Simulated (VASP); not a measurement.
# HPbNO4 (P1) in VASP: single point with PBE+D3(BJ)

Aim: the single point of HPbNO4 with PBE+D3(BJ).

Program: VASP 6.6.1. These are calculated values, not measurements. Logs are shortened: lines on timing, memory, paths and dates and some standing lists are left out, and cuts for length are marked.

## Step 1: The cell of the first run

The typed cell holds 14 atoms: a = 4.037 Å, b = 6.392 Å, c = 8.277 Å, α = 66.52°, β = 89.99°, γ = 90.00°.

## Step 2: Single point, PBE+D3(BJ)

File INCAR:

```
SYSTEM = HPbNO4
ALGO = Normal
EDIFF = 1E-7
ENCUT = 520
GGA = PE
ISIF = 2
ISMEAR = -1
IVDW = 12
LASPH = .True.
LCHARG = .False.
LREAL = .False.
LWAVE = .False.
NBANDS = 57
NELM = 60
PREC = Accurate
SIGMA = 0.05
```

File KPOINTS:

```
k-points
0
Gamma
  5 4 3
  0 0 0
```

File POSCAR:

```
HPbNO4
1.0
    4.0368814878     -0.0014662384     -0.0117917517
    0.0029685757      6.3917724166      0.0715408006
    0.0253909922      3.2120261366      7.6283605194
H Pb N O
2 2 2 8
Direct
    0.9217944040      0.2176385021      0.4831338634
    0.4217536958      0.7823512849      0.5168611164
    0.4206761014      0.3029433401      0.7141643184
    0.9208191127      0.6970429393      0.2858318413
    0.6173045982      0.2078193647      0.2054853158
    0.1171357795      0.7921893664      0.7945173529
    0.9308308383      0.3264847503      0.5405591898
    0.5167901467      0.3996999648      0.1921168078
    0.5051538491      0.1154819332      0.1082553541
    0.8377342857      0.1014802840      0.3205394419
    0.4308383865      0.6735038141      0.4594357351
    0.0166320507      0.6003049383      0.8079066537
    0.0048797283      0.8845522746      0.8917334177
    0.3376570230      0.8985072432      0.6794595918
```

Potentials or basis: VASP PAW PBE potentials, release 64 (H, Pb_d, N, O).

Launch:

```
> cat potpaw_PBE.64/H/POTCAR potpaw_PBE.64/Pb_d/POTCAR potpaw_PBE.64/N/POTCAR potpaw_PBE.64/O/POTCAR > POTCAR
> mpirun -np 1 vasp_std > vasp.out
```

OUTCAR:

```text
SYSTEM = HPbNO4
   EDIFF = 1E-7
   ENCUT = 520
   GGA = PE
   ISIF = 2
   ISMEAR = -1
   IVDW = 12
   LASPH = .True.
   LREAL = .False.
   NELM = 60
   PREC = Accurate
 IVDW          = 12

 ion  position               nearest neighbor table
   1  0.922  0.218  0.483-   7 0.99
   2  0.422  0.782  0.517-  11 0.99
   3  0.421  0.303  0.714-   7 2.41  11 2.47   7 2.48  14 2.73  12 2.84  13 3.00   9 3.01   4 3.98
                             4 3.98
   4  0.921  0.697  0.286-  11 2.41   7 2.47  11 2.48  10 2.73   8 2.84   9 3.00  13 3.01   3 3.98
                             3 3.98
   5  0.617  0.208  0.205-   8 1.25   9 1.26  10 1.28
   6  0.117  0.792  0.795-  12 1.25  13 1.26  14 1.28
   7  0.931  0.326  0.541-   1 0.99   3 2.41   4 2.47   3 2.48
   8  0.517  0.400  0.192-   5 1.25   4 2.84
   9  0.505  0.115  0.108-   5 1.26   4 3.00   3 3.01
  10  0.838  0.101  0.321-   5 1.28   4 2.73
  11  0.431  0.674  0.459-   2 0.99   4 2.41   3 2.47   4 2.48
  12  0.017  0.600  0.808-   6 1.25   3 2.84
  13  0.005  0.885  0.892-   6 1.26   3 3.00   4 3.01
  14  0.338  0.899  0.679-   6 1.28   3 2.73

  LATTYP: Found a triclinic cell.
 ALAT       =     8.2770550813
 B/A-ratio  =     0.7722762982
 C/A-ratio  =     0.4877216518
 COS(alpha) =     0.0000685280
 COS(beta)  =     0.0002346077
 COS(gamma) =     0.3983557561

  Lattice vectors:

 A1 = (  -0.0253909922,  -3.2120261366,  -7.6283605194)
 A2 = (  -0.0029685757,  -6.3917724166,  -0.0715408006)
 A3 = (  -4.0368814878,   0.0014662384,   0.0117917517)

Analysis of symmetry for initial positions (statically):
=====================================================================
 Subroutine PRICEL returns:
 Original cell was already a primitive cell.

 Routine SETGRP: Setting up the symmetry group for a
 triclinic supercell.

 Subroutine GETGRP returns: Found  1 space group operations
 (whereof  1 operations were pure point group operations)
 out of a pool of  2 trial point group operations.

The static configuration has the point symmetry C_1 .

Analysis of symmetry for dynamics (positions and initial velocities):
=====================================================================
 Subroutine PRICEL returns:
 Original cell was already a primitive cell.

 Routine SETGRP: Setting up the symmetry group for a
 triclinic supercell.

[... 141 lines left out ...]
   EMIN   =  10.00;   EMAX   =-10.00  energy-range for DOS
   EFERMI =   0.00;   METHOD = LEGACY
   ISMEAR =    -1;   SIGMA  =   0.05  broadening in eV -4-tet -1-fermi 0-gaus
   EFERMI_NEDOS =   21; number of points for ismear=-14 and -15
   IALGO  =     38    algorithm
   IMIX   =      4    mixing-type and parameters
     AMIX     =   0.40;   BMIX     =  1.00
     AMIX_MAG =   1.60;   BMIX_MAG =  1.00
  volume/ion in A,a.u.               =      13.99        94.43
  Fermi-wavevector in a.u.,A,eV,Ry     =   1.253772  2.369286 21.387615  1.571945
  Thomas-Fermi vector in A             =   2.387609
   LORBIT       =      0    0 simple, 1 ext, 2 COOP (PROOUT), +10 PAW based schemes
   GGA     = PE    functional components
   LHFCALC =     F    Hartree Fock is set to
   AEXX    =    0.0000 exact exchange contribution
   IVDW    =    12    specifies the selected vdW correction
   LEPSILON=     F    determine dielectric tensor
   LRPA    =     F    only Hartree local field effects (RPA)
 non-spin polarized calculation
  energy-cutoff  :      520.00
  volume of cell :      195.91
 maximum number of plane-waves:      5312
 NGX is ok and might be reduce to    30
   NGX = 15   NGY = 23   NGZ = 31

 number of electron      87.9999991 magnetization

 Free energy of the ion-electron system (eV)
  ---------------------------------------------------
  ext. energy  EPLUGINS =         0.00000000
  ---------------------------------------------------
  free energy    TOTEN  =       -81.22433113 eV

  energy without entropy =      -81.22433113  energy(sigma->0) =      -81.22433113

 E-fermi :   2.0502     XC(G=0):  -8.8291

 val. band max:        0.8855656643   @ k =   0.0000   0.2500   0.3333
 cond. band min:       4.0984737104   @ k =   0.4000   0.5000   0.3333
 fundamental gap:      3.2129080461
 Fermi energy:         2.0502441650

 k-point     1 :       0.0000    0.0000    0.0000
  band No.  band energies     occupation
      1     -24.7141      2.00000
      2     -24.6972      2.00000
      3     -19.3384      2.00000
      4     -19.3286      2.00000
      5     -19.0662      2.00000
      6     -19.0194      2.00000
[... 1405 lines left out ...]
     55      10.2716      0.00000
     56      10.6063      0.00000

 [... further k-points ...]

 [bands above 56 left out]

------------------------ aborting loop because EDIFF is reached ----------------------------------------

 Edisp (eV)   -1.54122

 E8    (eV) :    -0.5444

  FORCE on cell =-STRESS in cart. coord.  units (eV):
  Direction    XX          YY          ZZ          XY          YZ          ZX
  --------------------------------------------------------------------------------------
  -------------------------------------------------------------------------------------
  Total       0.32149     1.39128     0.47215     0.00080     0.29729    -0.00023
  in kB       2.62919    11.37821     3.86136     0.00657     2.43131    -0.00185
  external pressure =        5.96 kB  Pullay stress =        0.00 kB

 VOLUME and BASIS-vectors are now :
 -----------------------------------------------------------------------------
  energy-cutoff  :      520.00
  volume of cell :      195.91
      direct lattice vectors                 reciprocal lattice vectors
     4.036881488 -0.001466238 -0.011791752     0.247713650 -0.000106320 -0.000779747
     0.002968576  6.391772417  0.071540801    -0.000136240  0.157192002 -0.066187401
     0.025390992  3.212026137  7.628360519     0.000384188 -0.001474353  0.131709284

 POSITION                                       TOTAL-FORCE (eV/Angst)
 -----------------------------------------------------------------------------------
      3.73409      2.94158      3.69022        -0.003102     -0.094287     -0.046726
      1.71802      6.66016      3.99380        -0.002710      0.094256      0.046732
      1.71725      4.22964      5.46462         0.004384      0.004715      0.014518
      3.72656      5.37209      2.21944         0.004310     -0.004715     -0.014566
      2.49782      1.98745      1.57510         0.037420     -0.015264      0.030420
      0.49539      7.61533      6.11616         0.037246      0.015365     -0.030638
      3.77235      3.82174      4.13596         0.000786      0.069797      0.041163
      2.09229      3.17112      1.48804        -0.127650      0.387500     -0.021156
      2.04234      1.08511      0.82812        -0.140723     -0.286266     -0.235455
      3.39027      1.67699      2.44257         0.228914     -0.074330      0.227611
      1.75291      5.77997      3.54784         0.000425     -0.069746     -0.041150
      0.08944      6.43201      6.20575        -0.127856     -0.387507      0.021951
      0.04497      8.51812      6.86569        -0.138995      0.286343      0.236207
      1.38300      7.92500      5.24346         0.227551      0.074139     -0.228910
 -----------------------------------------------------------------------------------
    total drift:                                0.000837      0.000008     -0.000002

  FREE ENERGIE OF THE ION-ELECTRON SYSTEM (eV)
  ---------------------------------------------------
  free  energy   TOTEN  =       -82.7655470829 eV

  energy  without entropy=      -82.7655470828  energy(sigma->0) =      -82.76554708
```

OSZICAR:

```text
N       E                     dE             d eps       ncg     rms          rms(c)
DAV:   1     0.107165982030E+04    0.10717E+04   -0.43319E+04  3534   0.163E+03
DAV:   2     0.799328350500E+02   -0.99173E+03   -0.93349E+03  3950   0.447E+02
DAV:   3    -0.805940845575E+02   -0.16053E+03   -0.15577E+03  4201   0.203E+02
DAV:   4    -0.903489505248E+02   -0.97549E+01   -0.96401E+01  4492   0.546E+01
DAV:   5    -0.908158089509E+02   -0.46686E+00   -0.46620E+00  5172   0.112E+01    0.208E+01
DAV:   6    -0.812121215348E+02    0.96037E+01   -0.35930E+01  4868   0.329E+01    0.798E+00
DAV:   7    -0.813027152946E+02   -0.90594E-01   -0.47299E+00  4252   0.104E+01    0.508E+00
DAV:   8    -0.812725826285E+02    0.30133E-01   -0.12083E+00  4705   0.599E+00    0.176E+00
DAV:   9    -0.812195629330E+02    0.53020E-01   -0.17906E-01  4740   0.295E+00    0.609E-01
DAV:  10    -0.812236779058E+02   -0.41150E-02   -0.79010E-02  4350   0.127E+00    0.329E-01
DAV:  11    -0.812239041502E+02   -0.22624E-03   -0.80360E-03  4852   0.637E-01    0.834E-02
DAV:  12    -0.812242389549E+02   -0.33480E-03   -0.77824E-04  4408   0.168E-01    0.343E-02
DAV:  13    -0.812243234179E+02   -0.84463E-04   -0.14729E-04  4588   0.611E-02    0.180E-02
DAV:  14    -0.812243284145E+02   -0.49966E-05   -0.23198E-05  5232   0.284E-02    0.566E-03
DAV:  15    -0.812243306180E+02   -0.22035E-05   -0.35313E-06  3996   0.929E-03    0.324E-03
DAV:  16    -0.812243310350E+02   -0.41701E-06   -0.89671E-07  4428   0.606E-03    0.938E-04
DAV:  17    -0.812243311260E+02   -0.90978E-07   -0.14979E-07  3244   0.214E-03
   1 F= -.82765547E+02 E0= -.82765547E+02  d E =-.546245E-10
```

It took 9.3 min on 1 thread of AMD EPYC 9755, shared host; peak memory 0.42 GiB.

Results:

```
Free energy                : -82.7655 eV
Pressure                   : 0.6 GPa
Largest force              : 0.409 eV/Å
Band gap on the k mesh     : 3.21 eV, indirect (least direct gap 3.29 eV)
Dispersion energy per atom : -0.110 eV
```

Forces in eV/Å, atoms in the order of the input:
```
H   -0.003 -0.094 -0.047
H   -0.003  0.094  0.047
Pb   0.004  0.005  0.015
Pb   0.004 -0.005 -0.015
N    0.037 -0.015  0.030
N    0.037  0.015 -0.031
O    0.001  0.070  0.041
O   -0.128  0.388 -0.021
O   -0.141 -0.286 -0.235
O    0.229 -0.074  0.228
O    0.000 -0.070 -0.041
O   -0.128 -0.388  0.022
O   -0.139  0.286  0.236
O    0.228  0.074 -0.229
```

Levels at points of the mesh, in eV from the valence-band top:
| k point | band 41 | band 42 | band 43 | band 44 | band 45 | band 46 | band 47 | band 48 |
| --- | --- | --- | --- | --- | --- | --- | --- | --- |
| (0.00, 0.00, 0.00) | -1.18 | -0.32 | -0.24 | -0.14 | 3.32 | 3.52 | 4.59 | 4.86 |
| (0.00, 0.50, 0.00) | -1.15 | -0.43 | -0.36 | -0.13 | 3.45 | 3.55 | 4.38 | 4.58 |

Caveat: the standard files for N, O and F lose accuracy on very short bonds; spin-orbit coupling is left out, which moves the levels of the heavy elements.
